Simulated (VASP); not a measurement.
# TaN (P-62m) in VASP: further runs, part 2 of 3

VASP 6.6.1. The steps go on from the part before.

### Step 3. Single point, BLYP+D4

This run uses another cell than the first one, of 11.58 Å³/atom.

The input, INCAR:

```
SYSTEM = TaN
  PREC = Accurate
  ENCUT = 600
  EDIFF = 1E-6
  ISMEAR = -1
  SIGMA = 0.05
  LREAL = .False.
  LASPH = .True.
  NELM = 120
  ALGO = Normal
  ISIF = 2
  LWAVE = .False.
  LCHARG = .False.
  GGA = B5
  ALDAX = 1.0
  AGGAX = 1.0
  AGGAC = 1.0
  ALDAC = 0.0
  IVDW = 13
  VDW_S6 = 1.0
  VDW_S8 = 2.34076671
  VDW_A1 = 0.44488865
  VDW_A2 = 4.0933009
  NBANDS = 36
  GGA_COMPAT = .False.
```

The input, KPOINTS:

```
Automatic mesh
0
Gamma
  6 6 9
  0 0 0
```

The input, POSCAR:

```
TaN
1.0
    5.2423733404      0.0000000000      0.0000000000
   -2.6211866702      4.5400284889      0.0000000000
    0.0000000000      0.0000000000      2.9183236129
Ta N
3 3
Direct
    0.0000000000      0.0000000000      0.0000000000
    0.6666666667      0.3333333333      0.5000000000
    0.3333333333      0.6666666667      0.5000000000
    0.0000000000      0.3911087536      0.0000000000
    0.6088912464      0.6088912464      0.0000000000
    0.3911087536      0.0000000000      0.0000000000
```

Potentials or basis: VASP PAW PBE potentials, release 64 (Ta_sv_GW, N).

On the command line:

```sh
> cat potpaw_PBE.64/Ta_sv_GW/POTCAR potpaw_PBE.64/N/POTCAR > POTCAR
> mpirun -np 1 vasp_std > vasp.out
```

OUTCAR:

```text
SYSTEM = TaN
   PREC = Accurate
   ENCUT = 600
   EDIFF = 1E-6
   ISMEAR = -1
   LREAL = .False.
   LASPH = .True.
   NELM = 120
   ISIF = 2
   GGA = B5
   IVDW = 13

 ion  position               nearest neighbor table
   1  0.000  0.000  0.000-   4 2.05   5 2.05   6 2.05
   2  0.667  0.333  0.500-   4 2.18   4 2.18   6 2.18   6 2.18   5 2.18   5 2.18   3 3.03   3 3.03
                             3 3.03
   3  0.333  0.667  0.500-   6 2.18   6 2.18   4 2.18   4 2.18   5 2.18   5 2.18   2 3.03   2 3.03
                             2 3.03
   4  0.000  0.391  0.000-   1 2.05   2 2.18   2 2.18   3 2.18   3 2.18
   5  0.609  0.609  0.000-   1 2.05   2 2.18   2 2.18   3 2.18   3 2.18
   6  0.391  0.000  0.000-   1 2.05   3 2.18   3 2.18   2 2.18   2 2.18

  LATTYP: Found a hexagonal cell.
 ALAT       =     5.2423733404
 C/A-ratio  =     0.5566798515

  Lattice vectors:

 A1 = (   5.2423733404,   0.0000000000,   0.0000000000)
 A2 = (  -2.6211866702,   4.5400284889,   0.0000000000)
 A3 = (   0.0000000000,   0.0000000000,   2.9183236129)

Analysis of symmetry for initial positions (statically):
=====================================================================
 Subroutine PRICEL returns:
 Original cell was already a primitive cell.

 Routine SETGRP: Setting up the symmetry group for a
 hexagonal supercell.

 Subroutine GETGRP returns: Found 12 space group operations
 (whereof 12 operations were pure point group operations)
 out of a pool of 24 trial point group operations.

The static configuration has the point symmetry D_3h.

Analysis of symmetry for dynamics (positions and initial velocities):
=====================================================================
 Subroutine PRICEL returns:
 Original cell was already a primitive cell.

 Routine SETGRP: Setting up the symmetry group for a
 hexagonal supercell.

 Subroutine GETGRP returns: Found 12 space group operations
 (whereof 12 operations were pure point group operations)
 out of a pool of 24 trial point group operations.

The dynamic configuration has the point symmetry D_3h.

 Subroutine INISYM returns: Found 12 space group operations
 (whereof 12 operations are pure point group operations),
 and found     1 'primitive' translations

----------------------------------------------------------------------------------------

                                     Primitive cell

  volume of cell :      69.4576

  direct lattice vectors                    reciprocal lattice vectors
     5.242373340  0.000000000  0.000000000     0.190753297  0.110131468  0.000000000
    -2.621186670  4.540028489  0.000000000     0.000000000  0.220262935  0.000000000
     0.000000000  0.000000000  2.918323613     0.000000000  0.000000000  0.342662478

  length of vectors
     5.242373340  5.242373340  2.918323613     0.220262935  0.220262935  0.342662478

  position of ions in fractional coordinates (direct lattice)
     0.000000000  0.000000000  0.000000000
     0.666666667  0.333333333  0.500000000
     0.333333333  0.666666667  0.500000000
     0.000000000  0.391108754  0.000000000
     0.608891246  0.608891246  0.000000000
     0.391108754  0.000000000  0.000000000
[... 24 lines left out ...]

  Length of vectors
     0.036710489  0.036710489  0.038073609

  Shift w.r.t. Gamma in fractional coordinates (k-lattice)
     0.000000000  0.000000000  0.000000000

 Subroutine IBZKPT returns following result:
 ===========================================

 Found     35 irreducible k-points:

 Following reciprocal coordinates:
            Coordinates               Weight
  0.000000  0.000000  0.000000      1.000000
  0.166667 -0.000000  0.000000      6.000000
  0.333333  0.000000  0.000000      6.000000
  0.500000 -0.000000  0.000000      3.000000
  0.166667  0.166667  0.000000      6.000000
  0.333333  0.166667  0.000000     12.000000
[... 16 lines left out ...]
  0.166667 -0.000000  0.333333     12.000000
  0.333333  0.000000  0.333333     12.000000
 [... further k-points ...]
   k-points           NKPTS =     35   k-points in BZ     NKDIM =     35   number of bands    NBANDS=     36
   number of dos      NEDOS =    301   number of ions     NIONS =      6
   total plane-waves  NPLWV =  42336
   dimension x,y,z NGX =    42 NGY =   42 NGZ =   24
   dimension x,y,z NGXF=    84 NGYF=   84 NGZF=   48
   ions per type =               3   3
   NGX,Y,Z   is equivalent  to a cutoff of  13.32, 13.32, 13.67 a.u.
   NGXF,Y,Z  is equivalent  to a cutoff of  26.64, 26.64, 27.34 a.u.
 SYSTEM =  TaN
   PREC   = accura    normal or accurate (medium, high low for compatibility)
   ISTART =      0    job   : 0-new  1-cont  2-samecut
   ICHARG =      2    charge: 1-file 2-atom 10-const
   ISPIN  =      1    spin polarized calculation?
   LNONCOLLINEAR =      F non collinear calculations
   LSORBIT =      F    spin-orbit coupling
   LASPH  =      T    aspherical Exc in radial PAW
   ENCUT  =  600.0 eV  44.10 Ry    6.64 a.u.  10.47 10.47  5.83*2*pi/ulx,y,z
   NELM   =    120;   NELMIN=  2; NELMDL= -5     # of ELM steps
   EDIFF  = 0.1E-05   stopping-criterion for ELM
   LREAL  =      F    real-space projection
[... 7 lines left out ...]
   TEBEG  =    0.0;   TEEND  =   0.0 temperature during run
   PSTRESS=    0.0 pullay stress
   NELECT =      54.0000    total number of electrons
   NUPDOWN=      -1.0000    fix difference up-down
   EMIN   =  10.00;   EMAX   =-10.00  energy-range for DOS
   EFERMI =   0.00;   METHOD = LEGACY
   ISMEAR =    -1;   SIGMA  =   0.05  broadening in eV -4-tet -1-fermi 0-gaus
   EFERMI_NEDOS =   21; number of points for ismear=-14 and -15
   IALGO  =     38    algorithm
   IMIX   =      4    mixing-type and parameters
     AMIX     =   0.40;   BMIX     =  1.00
     AMIX_MAG =   1.60;   BMIX_MAG =  1.00
  volume/ion in A,a.u.               =      11.58        78.12
  Fermi-wavevector in a.u.,A,eV,Ry     =   1.505334  2.844668 30.831200  2.266029
  Thomas-Fermi vector in A             =   2.616196
   LORBIT       =      0    0 simple, 1 ext, 2 COOP (PROOUT), +10 PAW based schemes
   GGA     = B5    functional components
   LHFCALC =     F    Hartree Fock is set to
   AEXX    =    0.0000 exact exchange contribution
   IVDW    =    13    specifies the selected vdW correction
   LEPSILON=     F    determine dielectric tensor
   LRPA    =     F    only Hartree local field effects (RPA)
 non-spin polarized calculation
  energy-cutoff  :      600.00
  volume of cell :       69.46
 maximum number of plane-waves:      2358
 NGX is ok and might be reduce to    42
   NGX = 21   NGY = 21   NGZ = 11

 number of electron      53.9999996 magnetization

 Free energy of the ion-electron system (eV)
  ---------------------------------------------------
  ext. energy  EPLUGINS =         0.00000000
  ---------------------------------------------------
  free energy    TOTEN  =       -69.24225239 eV

  energy without entropy =      -69.23536095  energy(sigma->0) =      -69.23880667

 E-fermi :  12.5044     XC(G=0): -12.5489

 val. band max:       12.4968560148   @ k =   0.1667  -0.0000   0.2222
 cond. band min:      12.5431919594   @ k =   0.1667  -0.0000   0.3333
 fundamental gap:      0.0463359446
 Fermi energy:        12.5043602332

 k-point     1 :       0.0000    0.0000    0.0000
  band No.  band energies     occupation
      1     -56.7163      2.00000
      2     -56.6762      2.00000
      3     -56.0315      2.00000
      4     -23.6451      2.00000
      5     -23.6451      2.00000
      6     -23.3142      2.00000
[... 925 lines left out ...]
     35      16.0310      0.00000
     36      17.4118      0.00000

 [... further k-points ...]

------------------------ aborting loop because EDIFF is reached ----------------------------------------

  DFT-D4 for vdW energy calculation

  Edisp (eV):   -3.31499

  FORCE on cell =-STRESS in cart. coord.  units (eV):
  Direction    XX          YY          ZZ          XY          YZ          ZX
  --------------------------------------------------------------------------------------
  -------------------------------------------------------------------------------------
  Total       0.37722     0.37722     0.34255     0.00000     0.00000     0.00000
  in kB       8.70129     8.70129     7.90148     0.00000     0.00000     0.00000
  external pressure =        8.43 kB  Pullay stress =        0.00 kB

 VOLUME and BASIS-vectors are now :
 -----------------------------------------------------------------------------
  energy-cutoff  :      600.00
  volume of cell :       69.46
      direct lattice vectors                 reciprocal lattice vectors
     5.242373340  0.000000000  0.000000000     0.190753297  0.110131468  0.000000000
    -2.621186670  4.540028489  0.000000000     0.000000000  0.220262935  0.000000000
     0.000000000  0.000000000  2.918323613     0.000000000  0.000000000  0.342662478

 POSITION                                       TOTAL-FORCE (eV/Angst)
 -----------------------------------------------------------------------------------
      0.00000      0.00000      0.00000         0.000000     -0.000000      0.000000
      2.62119      1.51334      1.45916         0.000000     -0.000000      0.000000
     -0.00000      3.02669      1.45916         0.000000     -0.000000      0.000000
     -1.02517      1.77564      0.00000        -0.008926      0.015461      0.000000
      1.59602      2.76438      0.00000        -0.008926     -0.015461      0.000000
      2.05034      0.00000      0.00000         0.017852     -0.000000      0.000000
 -----------------------------------------------------------------------------------
    total drift:                               -0.000001     -0.000001      0.000000

  FREE ENERGIE OF THE ION-ELECTRON SYSTEM (eV)
  ---------------------------------------------------
  free  energy   TOTEN  =       -72.5572448319 eV

  energy  without entropy=      -72.5503533921  energy(sigma->0) =      -72.55379911
```

It took 3.7 min on 1 thread of AMD EPYC 7R43 (Zen 3), shared host; peak memory 0.22 GiB.

What came out:

```yaml
Free_energy: -72.5572 eV
Pressure: 0.8 GPa
Largest_force: 0.018 eV/Å
Band_gap_on_the_k_mesh: zero (bands 27 and 28 overlap by 3.07 eV)
Dispersion_energy_per_atom: -0.552 eV
```

Forces in eV/Å, atoms in the order of the input:
```
Ta   0.000  0.000  0.000
Ta   0.000  0.000  0.000
Ta   0.000  0.000  0.000
N   -0.009  0.015  0.000
N   -0.009 -0.015  0.000
N    0.018  0.000  0.000
```

Levels at points of the mesh, in eV from the Fermi level:
| k point | band 23 | band 24 | band 25 | band 26 | band 27 | band 28 | band 29 | band 30 | band 31 | band 32 |
| --- | --- | --- | --- | --- | --- | --- | --- | --- | --- | --- |
| (0.00, 0.00, 0.00) | -4.93 | -4.19 | -3.23 | -1.89 | -0.90 | -0.90 | 0.66 | 0.66 | 1.63 | 1.89 |
| (0.50, 0.00, 0.00) | -4.46 | -3.87 | -3.79 | -2.74 | -2.55 | 1.19 | 1.79 | 1.90 | 2.35 | 2.35 |

Caveat: the PAW data sets were made with another functional, which shifts forces and pressure a little; spin-orbit coupling is left out, which moves the levels of the heavy elements.

### Step 4. Single point, BLYP+D3(BJ)

The input, INCAR:

```
SYSTEM = TaN
  AGGAC = 1.0
  AGGAX = 1.0
  ALDAC = 0.0
  ALDAX = 1.0
  ALGO = Normal
  EDIFF = 1E-6
  ENCUT = 600
  GGA = B5
  GGA_COMPAT = .False.
  ISIF = 2
  ISMEAR = -1
  IVDW = 12
  LASPH = .True.
  LCHARG = .False.
  LREAL = .False.
  LWAVE = .False.
  NBANDS = 36
  NELM = 120
  PREC = Accurate
  SIGMA = 0.05
  VDW_A1 = 0.4298
  VDW_A2 = 4.2359
  VDW_S6 = 1.0
  VDW_S8 = 2.6996
```

The input, KPOINTS:

```
k-points
0
Gamma
  6 6 9
  0 0 0
```

The input, POSCAR:

```
TaN
1.0
    5.2030025495      0.0000000000      0.0000000000
   -2.6015012747      4.5059323838      0.0000000000
    0.0000000000      0.0000000000      2.9040257518
Ta N
3 3
Direct
    0.0000000000      0.0000000000      0.0000000000
    0.6666666667      0.3333333333      0.5000000000
    0.3333333333      0.6666666667      0.5000000000
    0.0000000000      0.3922388707      0.0000000000
    0.6077611293      0.6077611293      0.0000000000
    0.3922388707      0.0000000000      0.0000000000
```

On the command line:

```sh
> cat potpaw_PBE.64/Ta_sv_GW/POTCAR potpaw_PBE.64/N/POTCAR > POTCAR
> mpirun -np 1 vasp_std > vasp.out
```

Run time: 3 min. Hardware: 1 thread of Intel Xeon Platinum 8259CL at 2.50GHz (Skylake/Cascade Lake), shared host; peak memory 0.24 GiB.

Results (log left out):

```yaml
Free_energy: -75.3046 eV
Pressure: 0.9 GPa
Largest_force: 0.013 eV/Å
Band_gap_on_the_k_mesh: zero (bands 27 and 28 overlap by 3.10 eV)
Dispersion_energy_per_atom: -1.029 eV
```

Forces on the atoms (eV/Å):
```
Ta   0.000  0.000  0.000
Ta   0.000  0.000  0.000
Ta   0.000  0.000  0.000
N   -0.006  0.011  0.000
N   -0.006 -0.011  0.000
N    0.013  0.000  0.000
```

Levels at points of the mesh, in eV from the Fermi level:
```tsv
k point	band 24	band 25	band 26	band 27	band 28	band 29	band 30	band 31
(0.00, 0.00, 0.00)	-4.25	-3.29	-1.90	-0.92	-0.92	0.64	0.64	1.74
(0.50, 0.00, 0.00)	-3.92	-3.86	-2.78	-2.59	1.23	1.82	1.93	2.38
```

Caveat: the dispersion term is far too large for a dense solid, which distorts pressure and volume; the PAW data sets were made with another functional, which shifts forces and pressure a little; spin-orbit coupling is left out, which moves the levels of the heavy elements.

(Part 2 of 3 ends here.)

The gap in the log of VASP goes by the Fermi energy; the results here count the filled bands.